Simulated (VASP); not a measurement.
Here is a VASP 6.6.1 calculation.

INCAR

```
PREC = Accurate ; ENCUT = 520
EDIFF = 1E-6 ; ISMEAR = 0
SIGMA = 0.15 ; LREAL = False
LASPH = True ; NELM = 100
ALGO = Normal ; ISIF = 2
LWAVE = False ; LCHARG = False
NBANDS = 11
```

Contents of KPOINTS:

```
Automatic mesh
0
Gamma
  24 24 24
```

File POSCAR:

```
Ni
1.0
    0.0000000000      1.6770265810      1.6770265810
    1.6770265810      0.0000000000      1.6770265810
    1.6770265810      1.6770265810      0.0000000000
Ni
1
Direct
    0.0000000000      0.0000000000      0.0000000000
```

Potentials or basis: VASP PAW LDA potentials, release 64 (Ni).

Command:

```sh
$ cat potpaw_LDA.64/Ni/POTCAR > POTCAR
$ mpirun -np 1 vasp_std > vasp.out
```

Problem. What does it give for the pressure?

Solution. 16.9 GPa.

Problem. Predict the band gap on the k mesh.

Solution. Zero (band 5 reaches 11.31 eV, above the bottom of band 6 at 10.12 eV).

Caveat: the run has no spin polarisation, though such a crystal can be magnetic. Spin polarisation is off, so any magnetic state and its effect on volume and gap are missing.
